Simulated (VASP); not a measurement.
Write the native input for VASP 6.6.1 that does the following.

* Task: single point
* Functional: BLYP
* Potentials or basis: VASP PAW PBE potentials, release 64 (Ni, O)
* Cutoff: 600 eV
* k mesh: 10 × 10 × 10
* Occupations: gaussian, width 0.05 eV
* Spin: collinear spin, ferromagnetic start
* Starting moments: [1.89, 0.0] μB
* Hubbard terms: Ni d U = 6.2 eV
* Dipole correction: no
* Further INCAR settings: ALGO = Normal; EDIFF = 1e-06; NBANDS = 19

The structure of NiO lies in POSCAR:

```
NiO
1.0
    0.0000000000      2.0913095126      2.0913095126
    2.0913095126      0.0000000000      2.0913095126
    2.0913095126      2.0913095126      0.0000000000
Ni O
1 1
Direct
    0.0000000000      0.0000000000      0.0000000000
    0.5000000000      0.5000000000      0.5000000000
```

The input as run:

INCAR

```
PREC = Accurate
ENCUT = 600
EDIFF = 1E-6
ISMEAR = 0
SIGMA = 0.05
LREAL = F
LASPH = T
NELM = 200
ALGO = Normal
ISIF = 2
LWAVE = F
LCHARG = F
ISPIN = 2
MAGMOM = 1.89 0
LORBIT = 11
LMAXMIX = 4
LDAU = T
LDAUTYPE = 2
LDAUL = 2 -1
LDAUU = 6.2 0
LDAUJ = 0 0
LDAUPRINT = 1
GGA = B5
ALDAX = 1.0
AGGAX = 1.0
AGGAC = 1.0
ALDAC = 0.0
NBANDS = 19
GGA_COMPAT = F
```

KPOINTS

```
regular mesh
0
Gamma
  10 10 10
```

Potentials or basis: VASP PAW PBE potentials, release 64 (Ni, O).

Run with:

```console
$ cat potpaw_PBE.64/Ni/POTCAR potpaw_PBE.64/O/POTCAR > POTCAR
$ mpirun -np 1 vasp_std > vasp.out
```

It gave:

```
Pressure                                              : 9.6 GPa
Band gap on the k mesh                                : 2.43 eV (least direct gap 3.08 eV)
Net moment                                            : 2.00 μB per cell
Site moments                                          : Ni +1.81; O +0.18 μB
Valence electrons inside the program's atomic spheres : Ni 9.00; O 5.04
```

Caveat: the cell stands under pressure; the PAW data sets were made with another functional, which shifts forces and pressure a little; a cell with one magnetic atom can't hold antiferromagnetic order, which such compounds often take.

Run time: 30 s on 1 thread of Intel Xeon 8259CL, with other jobs on the host, peak memory 0.17 GiB.
